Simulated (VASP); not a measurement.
# W (Pm-3m) in VASP: a series of runs, part 2 of 2

VASP 6.6.1. Earlier steps stand in the parts before.

## (3) Density of states, LDA (volume scaled by 0.68)

POSCAR

```
W
1.0
    2.2823809914      0.0000000000      0.0000000000
    0.0000000000      2.2823809914      0.0000000000
    0.0000000000      0.0000000000      2.2823809914
W
1
Direct
    0.0000000000      0.0000000000      0.0000000000
```

INCAR.step1

```
PREC = Accurate
ENCUT = 520
EDIFF = 1E-6
ISMEAR = -1
SIGMA = 0.08
LREAL = F
LASPH = T
NELM = 60
ALGO = Normal
ISIF = 2
LWAVE = F
LCHARG = T
LMAXMIX = 4
NBANDS = 13
```

KPOINTS.step1

```
regular mesh
0
Gamma
  15 15 15
```

INCAR.step2

```
PREC = Accurate
ENCUT = 520
EDIFF = 1E-6
ISMEAR = -5
SIGMA = 0.08
LREAL = F
LASPH = T
NELM = 60
ALGO = Normal
ISIF = 2
LWAVE = F
LCHARG = F
LMAXMIX = 4
LORBIT = 11
NEDOS = 2001
ICHARG = 11
```

KPOINTS.step2

```
regular mesh
0
Gamma
  23 23 23
```

Potentials or basis: VASP PAW LDA potentials, release 64 (W_sv).

The run is started by

```
$ cat potpaw_LDA.64/W_sv/POTCAR > POTCAR
$ cp INCAR.step1 INCAR
$ cp KPOINTS.step1 KPOINTS
$ mpirun -np 1 vasp_std > vasp.out
$ cp INCAR.step2 INCAR
$ cp KPOINTS.step2 KPOINTS
$ mpirun -np 1 vasp_std > vasp.out
```

Run time: 28 s. Hardware: 1 thread of AMD EPYC 7R43 (Zen 3), shared host; peak memory 0.13 GiB.

The run converged. Its results:

```yaml
Valence_electrons_inside_the_program's_atomic_spheres: W 13.39
```

Levels at points of the mesh, in eV from the Fermi level:
```csv
k point,band 5,band 6,band 7,band 8,band 9,band 10
"(0.00, 0.00, 0.00)",-10.59,-7.45,-7.45,8.05,8.05,8.05
```

Caveat: the cell differs from its parent crystal (volume scaled by 0.68); spin-orbit coupling is left out, which moves the levels of the heavy elements; tetrahedron occupations give inexact forces and stress in metals.

## (4) Density of states, LDA

This run uses another cell than the first one, of 17.48 Å³/atom, 2.222 times its volume.

POSCAR

```
W
1.0
    2.5954848852      0.0000000000      0.0000000000
    0.0000000000      2.5954848852      0.0000000000
    0.0000000000      0.0000000000      2.5954848852
W
1
Direct
    0.0000000000      0.0000000000      0.0000000000
```

INCAR.step1

```
SYSTEM = W
PREC     = Accurate       ! precision mode
ENCUT    = 520            ! plane-wave cutoff, eV
EDIFF    = 1E-7           ! SCF threshold, eV
ISMEAR   = -1             ! smearing method
SIGMA    = 0.08           ! smearing width, eV
LREAL    = .FALSE.        ! projectors in reciprocal space
LASPH    = .TRUE.         ! aspherical terms in the spheres
NELM     = 100            ! most SCF steps
ALGO     = Normal         ! electronic algorithm
ISIF     = 2              ! what is computed and relaxed
LWAVE    = .FALSE.        ! write WAVECAR
LCHARG   = .TRUE.         ! write CHGCAR
LMAXMIX  = 4              ! l up to which the mixer works
GGA      = CA             ! functional
NBANDS   = 13             ! bands
```

KPOINTS.step1

```
regular mesh
0
G
  15 15 15
  0 0 0
```

INCAR.step2

```
SYSTEM = W
PREC     = Accurate       ! precision mode
ENCUT    = 520            ! plane-wave cutoff, eV
EDIFF    = 1E-7           ! SCF threshold, eV
ISMEAR   = -5             ! smearing method
SIGMA    = 0.08           ! smearing width, eV
LREAL    = .FALSE.        ! projectors in reciprocal space
LASPH    = .TRUE.         ! aspherical terms in the spheres
NELM     = 100            ! most SCF steps
ALGO     = Normal         ! electronic algorithm
ISIF     = 2              ! what is computed and relaxed
LWAVE    = .FALSE.        ! write WAVECAR
LCHARG   = .FALSE.        ! write CHGCAR
LMAXMIX  = 4              ! l up to which the mixer works
GGA      = CA             ! functional
LORBIT   = 10             ! projections on sites
NEDOS    = 2001           ! points of the DOS
ICHARG   = 11             ! starting density
```

KPOINTS.step2

```
regular mesh
0
G
  23 23 23
  0 0 0
```

The run is started by

```
$ cat potpaw_LDA.64/W_sv/POTCAR > POTCAR
$ cp INCAR.step1 INCAR
$ cp KPOINTS.step1 KPOINTS
$ mpirun -np 1 vasp_std > vasp.out
$ cp INCAR.step2 INCAR
$ cp KPOINTS.step2 KPOINTS
$ mpirun -np 1 vasp_std > vasp.out
```

It took 40 s on 1 thread of AMD EPYC 7R43 (Zen 3), shared host; peak memory 0.14 GiB.

Results (log left out):

```
Valence electrons inside the program's atomic spheres : W 12.25
```

Levels at points of the mesh, in eV from the Fermi level:
| k point | band 4 | band 5 | band 6 | band 7 | band 8 | band 9 | band 10 | band 11 |
| --- | --- | --- | --- | --- | --- | --- | --- | --- |
| (0.00, 0.00, 0.00) | -37.44 | -8.74 | -4.58 | -4.58 | 4.93 | 4.93 | 4.93 | 15.06 |

Caveat: spin-orbit coupling is left out, which moves the levels of the heavy elements; tetrahedron occupations give inexact forces and stress in metals.

## (5) Density of states, LDA

This run uses another cell than the first one, of 17.48 Å³/atom, 2.222 times its volume.

POSCAR is that of step 4.

INCAR.step1

```
ALGO = Normal ; EDIFF = 1E-6
ENCUT = 520 ; ISIF = 2
ISMEAR = -1 ; LASPH = True
LCHARG = True ; LMAXMIX = 4
LREAL = False ; LWAVE = False
NBANDS = 13 ; NELM = 100
PREC = Accurate ; SIGMA = 0.08
```

KPOINTS.step1

```
k-points
0
Gamma
  15 15 15
```

INCAR.step2

```
ALGO = Normal ; EDIFF = 1E-6
ENCUT = 520 ; ICHARG = 11
ISIF = 2 ; ISMEAR = -5
LASPH = True ; LCHARG = False
LMAXMIX = 4 ; LORBIT = 10
LREAL = False ; LWAVE = False
NBANDS = 13 ; NEDOS = 1001
NELM = 100 ; PREC = Accurate
SIGMA = 0.08
```

KPOINTS.step2

```
k-points
0
Gamma
  23 23 23
```

Potentials or basis: VASP PAW LDA potentials, release 64 (W_sv).

The run is started by

```
$ cat potpaw_LDA.64/W_sv/POTCAR > POTCAR
$ cp INCAR.step1 INCAR
$ cp KPOINTS.step1 KPOINTS
$ mpirun -np 1 vasp_std > vasp.out
$ cp INCAR.step2 INCAR
$ cp KPOINTS.step2 KPOINTS
$ mpirun -np 1 vasp_std > vasp.out
```

OUTCAR:

```text
EDIFF = 1E-6
   ENCUT = 520
   ICHARG = 11
   ISIF = 2
   ISMEAR = -5
   LASPH = True
   LORBIT = 10
   LREAL = False
   NELM = 100
   PREC = Accurate

 ion  position               nearest neighbor table
   1  0.000  0.000  0.000-

  LATTYP: Found a simple cubic cell.
 ALAT       =     2.5954848852

  Lattice vectors:

 A1 = (   2.5954848852,   0.0000000000,   0.0000000000)
 A2 = (   0.0000000000,   2.5954848852,   0.0000000000)
 A3 = (   0.0000000000,   0.0000000000,   2.5954848852)

Analysis of symmetry for initial positions (statically):
=====================================================================
 Subroutine PRICEL returns:
 Original cell was already a primitive cell.

 Routine SETGRP: Setting up the symmetry group for a
 simple cubic supercell.

 Subroutine GETGRP returns: Found 48 space group operations
 (whereof 48 operations were pure point group operations)
 out of a pool of 48 trial point group operations.

The static configuration has the point symmetry O_h .

Analysis of symmetry for dynamics (positions and initial velocities):
[... 168 lines left out ...]
      1     -63.8138      2.00000
      2     -27.5946      2.00000
      3     -27.5946      2.00000
      4     -27.5946      2.00000
      5       1.1052      2.00000
      6       5.2608      2.00000
      7       5.2608      2.00000
      8      14.7746      0.00000
      9      14.7746      0.00000
     10      14.7746      0.00000
     11      24.9076      0.00000
     12      24.9076      0.00000
     13      24.9076      0.00000
[... 354 lines left out ...]
  band No.  band energies     occupation
      1     -63.7966      2.00000
      2     -27.7076      2.00000
      3     -27.6954      2.00000
      4     -27.5750      2.00000
      5       1.6190      2.00000
      6       5.5025      2.00000
      7       5.7136      2.00000
      8      13.8763      0.00000
      9      14.2771      0.00000
     10      14.4775      0.00000
     11      23.9914      0.00000
     12      24.4440      0.00000
     13      26.0377      0.00000

 [... further k-points ...]
[... 5 lines left out ...]
  --------------------------------------------------------------------------------------
  -------------------------------------------------------------------------------------
  Total        0.0191581      0.0191581      0.0191581      0.0000000      0.0000000     -0.0000000
  in kB        1.7555279      1.7555279      1.7555279      0.0000000      0.0000000     -0.0000000
  external PRESSURE =       1.7555279 kB  Pullay stress =       0.0000000 kB

 VOLUME and BASIS-vectors are now :
 -----------------------------------------------------------------------------
  energy-cutoff  :      520.00
  volume of cell :       17.48
      direct lattice vectors                 reciprocal lattice vectors
     2.595484885  0.000000000  0.000000000     0.385284463  0.000000000  0.000000000
     0.000000000  2.595484885  0.000000000     0.000000000  0.385284463  0.000000000
     0.000000000  0.000000000  2.595484885     0.000000000  0.000000000  0.385284463

 POSITION                                       TOTAL-FORCE (eV/Angst)
 -----------------------------------------------------------------------------------
      0.00000      0.00000      0.00000         0.000000      0.000000      0.000000
 -----------------------------------------------------------------------------------
    total drift:                               -0.000000     -0.000000     -0.000000

  FREE ENERGIE OF THE ION-ELECTRON SYSTEM (eV)
  ---------------------------------------------------
  free  energy   TOTEN  =       -12.6458963657 eV

  energy  without entropy=      -12.6458963657  energy(sigma->0) =      -12.64589637

 total charge

# of ion       s       p       d       tot
------------------------------------------
    1        2.463   6.236   3.546  12.246
```

OUTCAR.step1:

```text
EDIFF = 1E-6
   ENCUT = 520
   ISIF = 2
   ISMEAR = -1
   LASPH = True
[... 599 lines left out ...]

 POSITION                                       TOTAL-FORCE (eV/Angst)
 -----------------------------------------------------------------------------------
      0.00000      0.00000      0.00000         0.000000      0.000000      0.000000
 -----------------------------------------------------------------------------------
    total drift:                               -0.000000     -0.000000     -0.000000

  FREE ENERGIE OF THE ION-ELECTRON SYSTEM (eV)
  ---------------------------------------------------
  free  energy   TOTEN  =       -12.6450590450 eV

  energy  without entropy=      -12.6193567190  energy(sigma->0) =      -12.63220788
```

Wall time 45 s (1 thread of AMD EPYC 7R43 (Zen 3), shared host); peak memory 0.15 GiB.

Results:

- Valence electrons inside the program's atomic spheres: W 12.25

Caveat: spin-orbit coupling is left out, which moves the levels of the heavy elements; tetrahedron occupations give inexact forces and stress in metals.
